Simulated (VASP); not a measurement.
# Ti (Im-3m) in VASP: notebook

Ti is run at these levels: PBEsol; tasks: single point.

All numbers are computed with VASP 6.6.1; they aren't measurements. Logs are shortened: lines on timing, memory, paths and dates and some standing lists are left out, and cuts for length are marked.

## 1. The cell of the first run

The structure is cubic, space group Im-3m (No. 229). Conventional cell: a = 3.210 Å, b = 3.210 Å, c = 3.210 Å, α = 90.00°, β = 90.00°, γ = 90.00°. Ti (site symmetry m-3m) has 14 Ti at 2.78 to 3.21 Å within 3.7 Å.

## 2. Single point, PBEsol

INCAR reads:

```
PREC = Accurate
ENCUT = 520
EDIFF = 1E-6
ISMEAR = 0
SIGMA = 0.15
LREAL = F
LASPH = T
NELM = 60
ALGO = Fast
ISIF = 2
LWAVE = F
LCHARG = F
GGA = PS
NBANDS = 12
```

KPOINTS reads:

```
Automatic mesh
0
Gamma
  26 26 26
```

POSCAR reads:

```
Ti
1.0
   -1.6051160629      1.6051160629      1.6051160629
    1.6051160629     -1.6051160629      1.6051160629
    1.6051160629      1.6051160629     -1.6051160629
Ti
1
Direct
    0.0000000000      0.0000000000      0.0000000000
```

Potentials or basis: VASP PAW PBE potentials, release 64 (Ti_sv).

Command:

```bash
cat potpaw_PBE.64/Ti_sv/POTCAR > POTCAR
mpirun -np 1 vasp_std > vasp.out
```

OUTCAR:

```text
PREC = Accurate
   ENCUT = 520
   EDIFF = 1E-6
   ISMEAR = 0
   LREAL = F
   LASPH = T
   NELM = 60
   ISIF = 2
   GGA = PS

 ion  position               nearest neighbor table
   1  0.000  0.000  0.000-

  LATTYP: Found a body centered cubic cell.
 ALAT       =     3.2102321258

  Lattice vectors:

 A1 = (  -1.6051160629,   1.6051160629,   1.6051160629)
 A2 = (   1.6051160629,  -1.6051160629,   1.6051160629)
 A3 = (   1.6051160629,   1.6051160629,  -1.6051160629)

Analysis of symmetry for initial positions (statically):
=====================================================================
 Subroutine PRICEL returns:
 Original cell was already a primitive cell.

 Routine SETGRP: Setting up the symmetry group for a
 body centered cubic supercell.

 Subroutine GETGRP returns: Found 48 space group operations
 (whereof 48 operations were pure point group operations)
 out of a pool of 48 trial point group operations.

The static configuration has the point symmetry O_h .

Analysis of symmetry for dynamics (positions and initial velocities):
=====================================================================
 Subroutine PRICEL returns:
 Original cell was already a primitive cell.

 Routine SETGRP: Setting up the symmetry group for a
 body centered cubic supercell.

 Subroutine GETGRP returns: Found 48 space group operations
 (whereof 48 operations were pure point group operations)
 out of a pool of 48 trial point group operations.

The dynamic configuration has the point symmetry O_h .

 Subroutine INISYM returns: Found 48 space group operations
 (whereof 48 operations are pure point group operations),
 and found     1 'primitive' translations

----------------------------------------------------------------------------------------

                                     Primitive cell

  volume of cell :      16.5417

  direct lattice vectors                    reciprocal lattice vectors
    -1.605116063  1.605116063  1.605116063     0.000000000  0.311503954  0.311503954
     1.605116063 -1.605116063  1.605116063     0.311503954  0.000000000  0.311503954
     1.605116063  1.605116063 -1.605116063     0.311503954  0.311503954  0.000000000

  length of vectors
     2.780142573  2.780142573  2.780142573     0.440533116  0.440533116  0.440533116

  position of ions in fractional coordinates (direct lattice)
     0.000000000  0.000000000  0.000000000

  ion indices of the primitive-cell ions
   primitive index   ion index
                 1           1

----------------------------------------------------------------------------------------

 KPOINTS: Automatic mesh

Automatic generation of k-mesh.
 Grid dimensions read from file:
 generate k-points for:   26   26   26

 Generating k-lattice:

  Cartesian coordinates                     Fractional coordinates (reciprocal lattice)
     0.000000000  0.011980921  0.011980921     0.038461538  0.000000000  0.000000000
     0.011980921  0.000000000  0.011980921     0.000000000  0.038461538  0.000000000
     0.011980921  0.011980921  0.000000000     0.000000000  0.000000000  0.038461538

  Length of vectors
     0.016943581  0.016943581  0.016943581

  Shift w.r.t. Gamma in fractional coordinates (k-lattice)
     0.000000000  0.000000000  0.000000000

 Subroutine IBZKPT returns following result:
 ===========================================

 Found    511 irreducible k-points:

 Following reciprocal coordinates:
            Coordinates               Weight
  0.000000  0.000000  0.000000      1.000000
  0.038462  0.000000  0.000000     12.000000
  0.076923  0.000000  0.000000     12.000000
  0.115385  0.000000  0.000000     12.000000
  0.153846  0.000000  0.000000     12.000000
  0.192308  0.000000  0.000000     12.000000
[... 16 lines left out ...]
  0.346154  0.038462  0.000000     48.000000
  0.384615  0.038462  0.000000     48.000000
 [... further k-points ...]
   k-points           NKPTS =    511   k-points in BZ     NKDIM =    511   number of bands    NBANDS=     12
   number of dos      NEDOS =    301   number of ions     NIONS =      1
   total plane-waves  NPLWV =  13824
   dimension x,y,z NGX =    24 NGY =   24 NGZ =   24
   dimension x,y,z NGXF=    48 NGYF=   48 NGZF=   48
   ions per type =               1
   NGX,Y,Z   is equivalent  to a cutoff of  14.35, 14.35, 14.35 a.u.
   NGXF,Y,Z  is equivalent  to a cutoff of  28.70, 28.70, 28.70 a.u.
 SYSTEM =  unknown system
   PREC   = accura    normal or accurate (medium, high low for compatibility)
   ISTART =      0    job   : 0-new  1-cont  2-samecut
   ICHARG =      2    charge: 1-file 2-atom 10-const
   ISPIN  =      1    spin polarized calculation?
   LNONCOLLINEAR =      F non collinear calculations
   LSORBIT =      F    spin-orbit coupling
   LASPH  =      T    aspherical Exc in radial PAW
   ENCUT  =  520.0 eV  38.22 Ry    6.18 a.u.   5.17  5.17  5.17*2*pi/ulx,y,z
   NELM   =     60;   NELMIN=  2; NELMDL= -5     # of ELM steps
   EDIFF  = 0.1E-05   stopping-criterion for ELM
   LREAL  =      F    real-space projection
   EDIFFG = 0.1E-04   stopping-criterion for IOM
   NSW    =      0    number of steps for IOM
   IBRION =     -1    ionic relax: 0-MD 1-quasi-New 2-CG
   NFREE  =      0    steps in history (QN), initial steepest desc. (CG)
   ISIF   =      2    stress and relaxation
   ISYM   =      2    0-nonsym 1-usesym 2-fastsym
   POTIM  = 0.5000    time-step for ionic-motion
   TEBEG  =    0.0;   TEEND  =   0.0 temperature during run
   PSTRESS=    0.0 pullay stress
   NELECT =      12.0000    total number of electrons
   NUPDOWN=      -1.0000    fix difference up-down
   EMIN   =  10.00;   EMAX   =-10.00  energy-range for DOS
   EFERMI =   0.00;   METHOD = LEGACY
   ISMEAR =     0;   SIGMA  =   0.15  broadening in eV -4-tet -1-fermi 0-gaus
   EFERMI_NEDOS =   21; number of points for ismear=-14 and -15
   IALGO  =     68    algorithm
   IMIX   =      4    mixing-type and parameters
     AMIX     =   0.40;   BMIX     =  1.00
     AMIX_MAG =   1.60;   BMIX_MAG =  1.00
  volume/ion in A,a.u.               =      16.54       111.63
  Fermi-wavevector in a.u.,A,eV,Ry     =   1.470987  2.779762 29.440320  2.163802
  Thomas-Fermi vector in A             =   2.586177
   LORBIT       =      0    0 simple, 1 ext, 2 COOP (PROOUT), +10 PAW based schemes
   GGA     = PS    functional components
   LHFCALC =     F    Hartree Fock is set to
   AEXX    =    0.0000 exact exchange contribution
   IVDW    =     0    specifies the selected vdW correction
   LEPSILON=     F    determine dielectric tensor
   LRPA    =     F    only Hartree local field effects (RPA)
 non-spin polarized calculation
 RMM-DIIS sequential band-by-band and
 Gauss-broadening in eV      SIGMA  =   0.15
  energy-cutoff  :      520.00
  volume of cell :       16.54
 maximum number of plane-waves:       466
 NGX is ok and might be reduce to    24
   NGX = 11   NGY = 11   NGZ = 11

 number of electron      12.0000000 magnetization

 Free energy of the ion-electron system (eV)
  ---------------------------------------------------
  ext. energy  EPLUGINS =         0.00000000
  ---------------------------------------------------
  free energy    TOTEN  =        -8.24772097 eV

  energy without entropy =       -8.22365494  energy(sigma->0) =       -8.23568795

 E-fermi :   8.4692     XC(G=0): -11.8663

 val. band max:        8.4690289175   @ k =   0.3077   0.1923   0.0385
 cond. band min:       8.4735644555   @ k =  -0.4231   0.4231   0.1154
 fundamental gap:      0.0045355379
 Fermi energy:         8.4691673758

 k-point     1 :       0.0000    0.0000    0.0000
  band No.  band energies     occupation
      1     -47.7313      2.00000
      2     -23.6195      2.00000
      3     -23.6195      2.00000
      4     -23.6195      2.00000
      5       2.4156      2.00000
      6       9.4976      0.00000
      7       9.4976      0.00000
      8       9.4976      0.00000
      9      11.3797      0.00000
     10      11.3797      0.00000
     11      26.2388      0.00000
     12      26.2388      0.00000

 k-point     2 :       0.0385    0.0000    0.0000
  band No.  band energies     occupation
      1     -47.7289      2.00000
      2     -23.6317      2.00000
      3     -23.6232      2.00000
      4     -23.6196      2.00000
      5       2.4691      2.00000
      6       9.4723      0.00000
      7       9.4914      0.00000
      8       9.5372      0.00000
      9      11.3485      0.00000
     10      11.3811      0.00000
     11      26.1763      0.00000
     12      26.2925      0.00000

 k-point     3 :       0.0769    0.0000    0.0000
  band No.  band energies     occupation
      1     -47.7221      2.00000
      2     -23.6674      2.00000
      3     -23.6341      2.00000
      4     -23.6199      2.00000
      5       2.6275      2.00000
      6       9.3986      0.00000
      7       9.4681      0.00000
      8       9.6551      0.00000
      9      11.2659      0.00000
     10      11.3856      0.00000
     11      25.9704      0.00000
     12      26.2252      0.00000
[... 286 lines left out ...]
 k-point    23 :       0.3462    0.0385    0.0000
  band No.  band energies     occupation
      1     -47.5950      2.00000
      2     -24.2867      2.00000
      3     -23.8292      2.00000
      4     -23.6294      2.00000
      5       5.6092      2.00000
      6       8.2364      1.97179
      7       8.9305      0.00001
      8      11.2742      0.00000
      9      11.6671      0.00000
     10      12.3113      0.00000
     11      19.7424      0.00000
     12      22.9957      0.00000

 k-point    24 :       0.3846    0.0385    0.0000
  band No.  band energies     occupation
      1     -47.5819      2.00000
      2     -24.3472      2.00000
      3     -23.8493      2.00000
      4     -23.6299      2.00000
      5       5.7969      2.00000
      6       8.1322      1.99851
      7       9.1863      0.00000
      8      11.3341      0.00000
      9      11.7182      0.00000
     10      12.6653      0.00000
     11      18.8701      0.00000
     12      22.6173      0.00000

 [... further k-points ...]
[... 5 lines left out ...]
  --------------------------------------------------------------------------------------
  -------------------------------------------------------------------------------------
  Total       -0.0240442     -0.0240442     -0.0240442     -0.0000000      0.0000000     -0.0000000
  in kB       -2.3288472     -2.3288472     -2.3288472     -0.0000000      0.0000000     -0.0000000
  external PRESSURE =      -2.3288472 kB  Pullay stress =       0.0000000 kB

 VOLUME and BASIS-vectors are now :
 -----------------------------------------------------------------------------
  energy-cutoff  :      520.00
  volume of cell :       16.54
      direct lattice vectors                 reciprocal lattice vectors
    -1.605116063  1.605116063  1.605116063     0.000000000  0.311503954  0.311503954
     1.605116063 -1.605116063  1.605116063     0.311503954  0.000000000  0.311503954
     1.605116063  1.605116063 -1.605116063     0.311503954  0.311503954  0.000000000

 POSITION                                       TOTAL-FORCE (eV/Angst)
 -----------------------------------------------------------------------------------
      0.00000      0.00000      0.00000        -0.000000      0.000000      0.000000
 -----------------------------------------------------------------------------------
    total drift:                               -0.000000      0.000000      0.000000

  FREE ENERGIE OF THE ION-ELECTRON SYSTEM (eV)
  ---------------------------------------------------
  free  energy   TOTEN  =        -8.2477209659 eV

  energy  without entropy=       -8.2236549407  energy(sigma->0) =       -8.23568795
```

Wall time 68 s (1 thread of Intel Xeon 6975P-C (Granite Rapids), shared host); peak memory 0.21 GiB.

Results:

| Item | Value |
| --- | --- |
| Free energy | -8.2477 eV |
| Pressure | -0.2 GPa |
| Band gap on the k mesh | zero (band 6 reaches 9.50 eV, above the bottom of band 7 at 7.79 eV) |

Caveat: the PAW data sets were made with another functional, which shifts forces and pressure a little.

## 3. Single point, PBEsol

INCAR reads:

```
PREC = Accurate
ENCUT = 520
EDIFF = 1E-7
ISMEAR = 0
SIGMA = 0.15
LREAL = False
LASPH = True
NELM = 60
ALGO = Normal
ISIF = 2
LWAVE = False
LCHARG = False
GGA = PS
NBANDS = 12
```

KPOINTS reads:

```
Automatic mesh
0
Gamma
  28 28 28
```

POSCAR is that of step 2.

Potentials or basis: VASP PAW PBE potentials, release 64 (Ti_sv).

Command:

```bash
cat potpaw_PBE.64/Ti_sv/POTCAR > POTCAR
mpirun -np 1 vasp_std > vasp.out
```

Run time: 44 s. Hardware: 1 thread of Intel Xeon 6975P-C (Granite Rapids), shared host; peak memory 0.23 GiB.

The run converged. Its results:

| Item | Value |
| --- | --- |
| Free energy | -8.2477 eV |
| Pressure | -0.2 GPa |
| Band gap on the k mesh | zero (band 6 reaches 9.50 eV, above the bottom of band 7 at 7.77 eV) |

Levels at points of the mesh, in eV from the Fermi level:
| k point | band 4 | band 5 | band 6 | band 7 | band 8 | band 9 |
| --- | --- | --- | --- | --- | --- | --- |
| (0.00, 0.00, 0.00) | -32.09 | -6.05 | 1.03 | 1.03 | 1.03 | 2.91 |
| (0.50, 0.00, 0.00) | -32.09 | -2.58 | -0.45 | 1.31 | 2.91 | 3.28 |
| (0.50, 0.50, 0.50) | -32.63 | -2.27 | -2.27 | 4.18 | 4.18 | 4.18 |

Caveat: the PAW data sets were made with another functional, which shifts forces and pressure a little.

(Continued in part 2 of 2.)
